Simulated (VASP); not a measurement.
Here is a VASP 6.6.1 calculation.

File INCAR:

```
SYSTEM = Yb
ALGO = Normal
EDIFF = 1E-6
ENCUT = 520
GGA = PE
ISIF = 2
ISMEAR = -1
ISPIN = 2
LASPH = .TRUE.
LCHARG = .FALSE.
LDAU = .TRUE.
LDAUJ = 0
LDAUL = 3
LDAUPRINT = 1
LDAUTYPE = 2
LDAUU = 5.2
LMAXMIX = 6
LORBIT = 11
LREAL = .FALSE.
LWAVE = .FALSE.
MAGMOM = 0.88
NBANDS = 22
NELM = 150
NUPDOWN = 0.88
PREC = Accurate
SIGMA = 0.1
```

The input KPOINTS:

```
k-points
0
G
  10 10 10
  0 0 0
```

Contents of POSCAR:

```
Yb
1.0
    0.0000000000      2.7431000000      2.7431000000
    2.7431000000      0.0000000000      2.7431000000
    2.7431000000      2.7431000000      0.0000000000
Yb
1
Direct
    0.0000000000      0.0000000000      0.0000000000
```

Potentials or basis: VASP PAW PBE potentials, release 64 (Yb).

Command:

```bash
$ cat potpaw_PBE.64/Yb/POTCAR > POTCAR
$ mpirun -np 1 vasp_std > vasp.out
```

**Question.** Estimate the pressure.

**Answer.** -0.7 GPa.

Eigenvalues of the final occupation matrices:
```
    site  spin  trace                         eigenvalues
site 1 f     1   6.91  0.98 0.99 0.99 0.99 0.99 0.99 0.99
site 1 f     2   6.89  0.98 0.98 0.98 0.98 0.98 0.98 0.98
```

Caveat: spin-orbit coupling is left out, which moves the levels of the heavy elements; the total moment is fixed, so each spin has its own Fermi level. The state reached can hang on the start; a lower one may exist.
